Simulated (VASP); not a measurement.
Crystal: Ti3Nb.

```xyz
4
Lattice="4.1450 0.0000 0.0000 0.0000 4.1450 0.0000 0.0000 0.0000 4.1450" Properties=species:S:1:pos:R:3 pbc="T T T"
Ti    0.0000    0.0000    0.0000
Ti    0.0000    2.0725    2.0725
Ti    2.0725    0.0000    2.0725
Nb    2.0725    2.0725    0.0000
```

| Property | Result |
| --- | --- |
| Program | VASP 6.6.1 |
| Task | relaxation of volume and atoms at fixed shape |
| Functional | LDA |
| Potentials or basis | VASP PAW LDA potentials, release 64 (Ti_sv, Nb_sv) |
| Cutoff | 600 eV |
| k mesh | 6 × 6 × 6 |
| Occupations | methfessel-paxton, width 0.1 eV |
| Spin | no spin polarisation |

At the start: pressure -10.2 GPa; volume 17.80 Å³/atom.

**Question.** Where does the relaxation end?

**Answer.** Over 4 steps the energy falls by 49.0 meV/atom and the volume is 16.35 Å³/atom (-8.2 %); space group Pm-3m (No. 221, to 0.05 Å).

Step by step:
```
step  energy change (eV)  largest force (eV/Å)  pressure (GPa)  volume (Å³)
   1              0.0000                0.0000          -10.19        71.22
   2              0.0099                0.0000           13.30        60.17
   3             -0.1959                0.0000           -0.16        65.51
   4             -0.1959                0.0000            0.04        65.40
```

Final structure:
```xyz
4
Lattice="4.0289 0.0000 0.0000 0.0000 4.0289 0.0000 0.0000 0.0000 4.0289" Properties=species:S:1:pos:R:3 pbc="T T T"
Ti    0.0000    0.0000    0.0000
Ti    0.0000    2.0144    2.0144
Ti    2.0144    0.0000    2.0144
Nb    2.0144    2.0144    0.0000
```
